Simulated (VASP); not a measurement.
# Bi (R-3m) in VASP: notebook, part 2 of 2

VASP 6.6.1. Earlier steps stand in the parts before.

### 3 Single point, r2SCAN

POSCAR

```
Bi
1.0
    2.2672586491      1.3090023913      4.1166667488
   -2.2672586491      1.3090023913      4.1166667488
    0.0000000000     -2.6180047827      4.1166667487
Bi
2
Direct
    0.2317091399      0.2317091399      0.2317091399
    0.7682908601      0.7682908601      0.7682908601
```

INCAR.step1

```
SYSTEM = Bi
ALGO = Normal
EDIFF = 1E-4
ENCUT = 520
GGA = PE
ISMEAR = 0
LASPH = .TRUE.
LCHARG = .FALSE.
LREAL = .FALSE.
LWAVE = .TRUE.
NBANDS = 22
NELM = 100
PREC = Accurate
SIGMA = 0.3
```

INCAR.step2

```
SYSTEM = Bi
ALGO = Normal
EDIFF = 1E-6
ENCUT = 520
ISIF = 2
ISMEAR = 0
ISTART = 1
LASPH = .TRUE.
LCHARG = .FALSE.
LMIXTAU = .TRUE.
LREAL = .FALSE.
LWAVE = .FALSE.
METAGGA = R2SCAN
NBANDS = 22
NELM = 100
PREC = Accurate
SIGMA = 0.3
```

KPOINTS

```
k-points
0
G
  9 9 9
  0 0 0
```

Potentials or basis: VASP PAW PBE potentials, release 64 (Bi_d).

Launch:

```
$ cat potpaw_PBE.64/Bi_d/POTCAR > POTCAR
$ cp INCAR.step1 INCAR
$ mpirun -np 1 vasp_std > vasp.out
$ cp INCAR.step2 INCAR
$ mpirun -np 1 vasp_std > vasp.out
```

OUTCAR:

```text
SYSTEM = Bi
   EDIFF = 1E-6
   ENCUT = 520
   ISIF = 2
   ISMEAR = 0
   ISTART = 1
   LASPH = .TRUE.
   LREAL = .FALSE.
   METAGGA = R2SCAN
   NELM = 100
   PREC = Accurate

 ion  position               nearest neighbor table
   1  0.232  0.232  0.232-   2 3.07   2 3.07   2 3.07   2 3.63   2 3.63   2 3.63
   2  0.768  0.768  0.768-   1 3.07   1 3.07   1 3.07   1 3.63   1 3.63   1 3.63

  LATTYP: Found a trigonal (rhomboedric) cell.
 ALAT       =     4.8786160090
 COS(alpha) =     0.5680446502

  Lattice vectors:

 A1 = (   2.2672586491,   1.3090023913,   4.1166667488)
 A2 = (  -2.2672586491,   1.3090023913,   4.1166667488)
 A3 = (   0.0000000000,  -2.6180047827,   4.1166667487)

Analysis of symmetry for initial positions (statically):
=====================================================================
 Subroutine PRICEL returns:
 Original cell was already a primitive cell.

 Routine SETGRP: Setting up the symmetry group for a
 trigonal (rhombohedral) supercell.

 Subroutine GETGRP returns: Found 12 space group operations
 (whereof 12 operations were pure point group operations)
 out of a pool of 12 trial point group operations.

The static configuration has the point symmetry D_3d.

Analysis of symmetry for dynamics (positions and initial velocities):
=====================================================================
 Subroutine PRICEL returns:
 Original cell was already a primitive cell.

 Routine SETGRP: Setting up the symmetry group for a
 trigonal (rhombohedral) supercell.

 Subroutine GETGRP returns: Found 12 space group operations
 (whereof 12 operations were pure point group operations)
 out of a pool of 12 trial point group operations.

The dynamic configuration has the point symmetry D_3d.

 Subroutine INISYM returns: Found 12 space group operations
 (whereof 12 operations are pure point group operations),
 and found     1 'primitive' translations

----------------------------------------------------------------------------------------

                                     Primitive cell

  volume of cell :      73.3058

  direct lattice vectors                    reciprocal lattice vectors
     2.267258649  1.309002391  4.116666749     0.220530640  0.127323424  0.080971658
    -2.267258649  1.309002391  4.116666749    -0.220530640  0.127323424  0.080971658
     0.000000000 -2.618004783  4.116666749     0.000000000 -0.254646848  0.080971658

  length of vectors
     4.878616009  4.878616009  4.878616009     0.267210454  0.267210454  0.267210454

  position of ions in fractional coordinates (direct lattice)
     0.231709140  0.231709140  0.231709140
     0.768290860  0.768290860  0.768290860

  ion indices of the primitive-cell ions
   primitive index   ion index
                 1           1
                 2           2

----------------------------------------------------------------------------------------

 KPOINTS: k-points

Automatic generation of k-mesh.
 Grid dimensions read from file:
 generate k-points for:    9    9    9

 Generating k-lattice:

  Cartesian coordinates                     Fractional coordinates (reciprocal lattice)
     0.024503404  0.014147047  0.008996851     0.111111111  0.000000000 -0.000000000
    -0.024503404  0.014147047  0.008996851     0.000000000  0.111111111 -0.000000000
     0.000000000 -0.028294094  0.008996851     0.000000000  0.000000000  0.111111111

  Length of vectors
     0.029690050  0.029690050  0.029690050

  Shift w.r.t. Gamma in fractional coordinates (k-lattice)
     0.000000000  0.000000000  0.000000000

 Subroutine IBZKPT returns following result:
 ===========================================

 Found     85 irreducible k-points:

 Following reciprocal coordinates:
            Coordinates               Weight
  0.000000  0.000000  0.000000      1.000000
  0.111111  0.000000  0.000000      6.000000
  0.222222  0.000000  0.000000      6.000000
  0.333333 -0.000000  0.000000      6.000000
  0.444444  0.000000  0.000000      6.000000
  0.111111  0.111111  0.000000      6.000000
[... 16 lines left out ...]
 -0.333333  0.333333  0.000000      6.000000
  0.444444  0.444444  0.000000      6.000000
 [... further k-points ...]
   k-points           NKPTS =     85   k-points in BZ     NKDIM =     85   number of bands    NBANDS=     22
   number of dos      NEDOS =    301   number of ions     NIONS =      2
   total plane-waves  NPLWV =  46656
   dimension x,y,z NGX =    36 NGY =   36 NGZ =   36
   dimension x,y,z NGXF=    72 NGYF=   72 NGZF=   72
   ions per type =               2
   NGX,Y,Z   is equivalent  to a cutoff of  12.27, 12.27, 12.27 a.u.
   NGXF,Y,Z  is equivalent  to a cutoff of  24.54, 24.54, 24.54 a.u.
 SYSTEM =  Bi
   PREC   = accura    normal or accurate (medium, high low for compatibility)
   ISTART =      1    job   : 0-new  1-cont  2-samecut
   ICHARG =      0    charge: 1-file 2-atom 10-const
   ISPIN  =      1    spin polarized calculation?
   LNONCOLLINEAR =      F non collinear calculations
   LSORBIT =      F    spin-orbit coupling
   LASPH  =      T    aspherical Exc in radial PAW
   ENCUT  =  520.0 eV  38.22 Ry    6.18 a.u.   9.07  9.07  9.07*2*pi/ulx,y,z
   NELM   =    100;   NELMIN=  2; NELMDL=  0     # of ELM steps
   EDIFF  = 0.1E-05   stopping-criterion for ELM
   LREAL  =      F    real-space projection
   EDIFFG = 0.1E-04   stopping-criterion for IOM
   NSW    =      0    number of steps for IOM
   IBRION =     -1    ionic relax: 0-MD 1-quasi-New 2-CG
   NFREE  =      0    steps in history (QN), initial steepest desc. (CG)
   ISIF   =      2    stress and relaxation
   ISYM   =      2    0-nonsym 1-usesym 2-fastsym
   POTIM  = 0.5000    time-step for ionic-motion
   TEBEG  =    0.0;   TEEND  =   0.0 temperature during run
   PSTRESS=    0.0 pullay stress
   NELECT =      30.0000    total number of electrons
   NUPDOWN=      -1.0000    fix difference up-down
   EMIN   =  10.00;   EMAX   =-10.00  energy-range for DOS
   EFERMI =   0.00;   METHOD = LEGACY
   ISMEAR =     0;   SIGMA  =   0.30  broadening in eV -4-tet -1-fermi 0-gaus
   EFERMI_NEDOS =   21; number of points for ismear=-14 and -15
   IALGO  =     38    algorithm
   IMIX   =      4    mixing-type and parameters
     AMIX     =   0.40;   BMIX     =  1.00
     AMIX_MAG =   1.60;   BMIX_MAG =  1.00
  volume/ion in A,a.u.               =      36.65       247.35
  Fermi-wavevector in a.u.,A,eV,Ry     =   1.215446  2.296860 20.100017  1.477310
  Thomas-Fermi vector in A             =   2.350833
   LORBIT       =      0    0 simple, 1 ext, 2 COOP (PROOUT), +10 PAW based schemes
   METAGGA = R2SCAN    functional components
   LHFCALC =     F    Hartree Fock is set to
   AEXX    =    0.0000 exact exchange contribution
   IVDW    =     0    specifies the selected vdW correction
   LEPSILON=     F    determine dielectric tensor
   LRPA    =     F    only Hartree local field effects (RPA)
 non-spin polarized calculation
 Gauss-broadening in eV      SIGMA  =   0.30
  energy-cutoff  :      520.00
  volume of cell :       73.31
 maximum number of plane-waves:      2004
   NGX = 19   NGY = 19   NGZ = 19

 number of electron      30.0000004 magnetization

 Free energy of the ion-electron system (eV)
  ---------------------------------------------------
  ext. energy  EPLUGINS =         0.00000000
  ---------------------------------------------------
  free energy    TOTEN  =      -117.01364148 eV

  energy without entropy =     -117.00451402  energy(sigma->0) =     -117.00907775

 E-fermi :   5.9068     XC(G=0):  -9.9753

 val. band max:        5.8495601437   @ k =   0.4444   0.0000   0.0000
 cond. band min:       6.0267787841   @ k =   0.4444   0.1111   0.1111
 fundamental gap:      0.1772186405
 Fermi energy:         5.9068429773

 k-point     1 :       0.0000    0.0000    0.0000
  band No.  band energies     occupation
      1     -17.7861      2.00000
      2     -17.7861      2.00000
      3     -17.6311      2.00000
      4     -17.6311      2.00000
      5     -17.6097      2.00000
      6     -17.4390      2.00000
[... 14 lines left out ...]
     21      12.2169      0.00000
     22      12.3293      0.00000
[... 552 lines left out ...]
  band No.  band energies     occupation
      1     -17.7728      2.00000
      2     -17.6395      2.00000
      3     -17.6334      2.00000
      4     -17.5353      2.00000
      5     -17.5346      2.00000
      6     -17.5095      2.00000
[... 14 lines left out ...]
     21      15.7860      0.00000
     22      16.4122      0.00000

 [... further k-points ...]

------------------------ aborting loop because EDIFF is reached ----------------------------------------

  FORCE on cell =-STRESS in cart. coord.  units (eV):
  Direction    XX          YY          ZZ          XY          YZ          ZX
  --------------------------------------------------------------------------------------
  -------------------------------------------------------------------------------------
  Total       -0.0176364     -0.0176364     -0.0116458      0.0000000     -0.0000000      0.0000000
  in kB       -0.3854630     -0.3854630     -0.2545322      0.0000000     -0.0000000      0.0000000
  external PRESSURE =      -0.3418194 kB  Pullay stress =       0.0000000 kB

 VOLUME and BASIS-vectors are now :
 -----------------------------------------------------------------------------
  energy-cutoff  :      520.00
  volume of cell :       73.31
      direct lattice vectors                 reciprocal lattice vectors
     2.267258649  1.309002391  4.116666749     0.220530640  0.127323424  0.080971658
    -2.267258649  1.309002391  4.116666749    -0.220530640  0.127323424  0.080971658
     0.000000000 -2.618004783  4.116666749     0.000000000 -0.254646848  0.080971658

 POSITION                                       TOTAL-FORCE (eV/Angst)
 -----------------------------------------------------------------------------------
      0.00000     -0.00000      2.86161         0.000000     -0.000000      0.007642
      0.00000     -0.00000      9.48839         0.000000      0.000000     -0.007642
 -----------------------------------------------------------------------------------
    total drift:                               -0.000000      0.000000     -0.000000

  FREE ENERGIE OF THE ION-ELECTRON SYSTEM (eV)
  ---------------------------------------------------
  free  energy   TOTEN  =      -117.0136414840 eV

  energy  without entropy=     -117.0045140221  energy(sigma->0) =     -117.00907775
```

OUTCAR.step1:

```text
SYSTEM = Bi
   EDIFF = 1E-4
   ENCUT = 520
   GGA = PE
   ISMEAR = 0
   LASPH = .TRUE.
   LREAL = .FALSE.
[... 821 lines left out ...]
      0.00000     -0.00000      2.86161         0.000000     -0.000000      0.203412
      0.00000     -0.00000      9.48839         0.000000      0.000000     -0.203412
 -----------------------------------------------------------------------------------
    total drift:                               -0.000000      0.000000     -0.000000

  FREE ENERGIE OF THE ION-ELECTRON SYSTEM (eV)
  ---------------------------------------------------
  free  energy   TOTEN  =        -7.7789453868 eV

  energy  without entropy=       -7.7673798815  energy(sigma->0) =       -7.77316263
```

OSZICAR.step1:

```text
N       E                     dE             d eps       ncg     rms          rms(c)
DAV:   1     0.306493647925E+03    0.30649E+03   -0.16209E+04  3740   0.162E+03
DAV:   2     0.179719156592E+02   -0.28852E+03   -0.28176E+03  3818   0.431E+02
DAV:   3    -0.690020673224E+01   -0.24872E+02   -0.24607E+02  4544   0.142E+02
DAV:   4    -0.774723190565E+01   -0.84703E+00   -0.84668E+00  4604   0.291E+01
DAV:   5    -0.778168410186E+01   -0.34452E-01   -0.34451E-01  5424   0.526E+00    0.109E+00
DAV:   6    -0.777891840151E+01    0.27657E-02   -0.16110E-02  4956   0.132E+00    0.660E-01
DAV:   7    -0.777868199373E+01    0.23641E-03   -0.12524E-02  4566   0.121E+00    0.107E-01
DAV:   8    -0.777891894137E+01   -0.23695E-03   -0.16519E-03  4352   0.430E-01    0.255E-02
DAV:   9    -0.777894538682E+01   -0.26445E-04   -0.53525E-05  2926   0.634E-02
   1 F= -.77789454E+01 E0= -.77731626E+01  d E =-.115655E-01
```

It took 25 min on 1 thread of AMD EPYC, shared host; peak memory 0.25 GiB.

Results:

```
Free energy   : -117.0136 eV
Pressure      : 0.0 GPa
Largest force : 0.008 eV/Å
```

Forces in eV/Å, atoms in the order of the input:
```
Bi   0.000  0.000  0.008
Bi   0.000  0.000 -0.008
```

Caveat: so wide a smearing shifts energies and pressures; the PAW data sets were made with another functional, which shifts forces and pressure a little; spin-orbit coupling is left out, which moves the levels of the heavy elements.

### 4 Single point, r2SCAN

POSCAR is that of step 3.

INCAR.step1

```
PREC = Accurate ; ENCUT = 520
ISMEAR = 0 ; SIGMA = 0.6
LREAL = False ; LASPH = True
NELM = 60 ; NBANDS = 22
GGA = PE ; ALGO = Normal
EDIFF = 1E-4 ; LWAVE = True
LCHARG = False
```

INCAR.step2

```
PREC = Accurate ; ENCUT = 520
EDIFF = 1E-6 ; ISMEAR = 0
SIGMA = 0.6 ; LREAL = False
LASPH = True ; NELM = 60
ALGO = Normal ; ISIF = 2
LWAVE = False ; LCHARG = False
METAGGA = R2SCAN ; LMIXTAU = True
NBANDS = 22 ; ISTART = 1
```

KPOINTS

```
Automatic mesh
0
Gamma
  9 9 9
```

Launch:

```
$ cat potpaw_PBE.64/Bi_d/POTCAR > POTCAR
$ cp INCAR.step1 INCAR
$ mpirun -np 1 vasp_std > vasp.out
$ cp INCAR.step2 INCAR
$ mpirun -np 1 vasp_std > vasp.out
```

Wall time 27 min (1 thread of AMD EPYC, shared host); peak memory 0.25 GiB.

It converged, with:

```
Free energy   : -117.0365 eV
Pressure      : 0.0 GPa
Largest force : 0.047 eV/Å
```

Forces on the atoms (eV/Å):
```
Bi   0.000  0.000  0.047
Bi   0.000  0.000 -0.047
```

Levels at points of the mesh, in eV from the Fermi level:
```tsv
k point	band 13	band 14	band 15	band 16	band 17	band 18
(0.00, 0.00, 0.00)	-1.85	-1.33	-1.33	2.23	2.81	2.81
```

Caveat: so wide a smearing shifts energies and pressures; the PAW data sets were made with another functional, which shifts forces and pressure a little; spin-orbit coupling is left out, which moves the levels of the heavy elements.

### 5 Single point, r2SCAN

POSCAR

```
Bi
1.0
    2.2672584545      1.3090022790      4.1166687939
   -2.2672584545      1.3090022790      4.1166687939
    0.0000000000     -2.6180045581      4.1166687939
Bi
2
Direct
    0.2317091196      0.2317091196      0.2317091196
    0.7682908804      0.7682908804      0.7682908804
```

INCAR.step1

```
SYSTEM = Bi
ALGO = Normal
EDIFF = 1E-4
ENCUT = 520
GGA = PE
ISMEAR = -1
LASPH = .TRUE.
LCHARG = .FALSE.
LREAL = .FALSE.
LWAVE = .TRUE.
NBANDS = 22
NELM = 60
PREC = Accurate
SIGMA = 0.1
```

INCAR.step2

```
SYSTEM = Bi
ALGO = Normal
EDIFF = 1E-6
ENCUT = 520
ISIF = 2
ISMEAR = -1
ISTART = 1
LASPH = .TRUE.
LCHARG = .TRUE.
LELF = .TRUE.
LMIXTAU = .TRUE.
LREAL = .FALSE.
LVHAR = .TRUE.
LWAVE = .FALSE.
METAGGA = R2SCAN
NBANDS = 22
NELM = 60
PREC = Accurate
SIGMA = 0.1
```

KPOINTS

```
k-points
0
G
  5 5 5
  0 0 0
```

Launch:

```
$ cat potpaw_PBE.64/Bi_d/POTCAR > POTCAR
$ cp INCAR.step1 INCAR
$ mpirun -np 1 vasp_std > vasp.out
$ cp INCAR.step2 INCAR
$ mpirun -np 1 vasp_std > vasp.out
```

Wall time 60 s (1 thread of Intel Xeon Platinum 8488C (Sapphire Rapids), shared host); peak memory 0.21 GiB.

The run converged, but its numbers aren't listed here, since they failed a check.

Caveat: the mesh shows a gap though the element is a metal; the PAW data sets were made with another functional, which shifts forces and pressure a little; spin-orbit coupling is left out, which moves the levels of the heavy elements.

### 6 Summary

```tsv
smearing	pressure (GPa)	largest force (eV/Å)
gaussian 0.2 eV	0.0	0.01
gaussian 0.3 eV	0.0	0.01
gaussian 0.6 eV	0.0	0.05
```

Alike in all rows: task single point; level r2SCAN; potentials or basis VASP PAW PBE potentials, release 64 (Bi_d); no spin polarisation; cell as given; k mesh 9 × 9 × 9; cutoff (eV) 520.

Caveats: the PAW data sets were made with another functional, which shifts forces and pressure a little; spin-orbit coupling is left out, which moves the levels of the heavy elements; so wide a smearing shifts energies and pressures (at least some runs).

Total energies depend on the potentials used, so only differences within one code and one set of settings carry meaning.
